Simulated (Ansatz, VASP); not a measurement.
Given: the input of a run of VASP 6.6.1 on TiC.

INCAR

```
SYSTEM = TiC
PREC = Accurate
ENCUT = 520
EDIFF = 1E-6
ISMEAR = 0
SIGMA = 0.017
LREAL = .FALSE.
LASPH = .TRUE.
NELM = 80
ALGO = Normal
ISIF = 2
LWAVE = .FALSE.
LCHARG = .TRUE.
GGA = PE
LELF = .TRUE.
LVHAR = .TRUE.
NBANDS = 15
```

Contents of KPOINTS:

```
regular mesh
0
G
  11 11 11
  0 0 0
```

The input POSCAR:

```
TiC
1.0
    0.0000000000      2.1657188437      2.1657188437
    2.1657188437      0.0000000000      2.1657188437
    2.1657188437      2.1657188437      0.0000000000
Ti C
1 1
Direct
    0.0000000000      0.0000000000      0.0000000000
    0.5000000000      0.5000000000      0.5000000000
```

Potentials or basis: VASP PAW PBE potentials, release 64 (Ti_sv, C).

Launch:

```sh
$ cat potpaw_PBE.64/Ti_sv/POTCAR potpaw_PBE.64/C/POTCAR > POTCAR
$ mpirun -np 1 vasp_std > vasp.out
```

Task: Set up the same calculation for Ansatz 0.2.0. Potentials there: Ansatz PAW.

Result: As run (the cutoff follows the program's own potentials):

input.yaml

```yaml
crystal:
  lattice:
    - [0.0, 2.1657188437, 2.1657188437]
    - [2.1657188437, 0.0, 2.1657188437]
    - [2.1657188437, 2.1657188437, 0.0]
  atoms:
    - { symbol: Ti, position: [0.0, 0.0, 0.0] }
    - { symbol: C, position: [0.5, 0.5, 0.5] }
hamiltonian:
  xc: pbe
  pseudopotentials: { kind: paw }
kpoints:
  mp_grid: { grid: [11, 11, 11] }
scf:
  occupations: { method: gaussian, width: 0.017 }
output:
  forces: true
  stress: true
  eigenvalues: true
```

Potentials or basis: Ansatz PAW.

The run is started by

```sh
$ ansatz run input.yaml --threads 2 --pin off --max-ram 5632MiB --backend cpu --events-out ev --progress --plain --runs-dir out
```

Both were run:

|  | VASP | Ansatz | Ansatz less VASP |
| --- | --- | --- | --- |
| gap on the k mesh at the Fermi level (eV) | none | none | - |
| pressure (GPa) | 0.5 | 0.3 | -0.22 |

A gap of «none» marks a metal or a gap that the smearing closes.
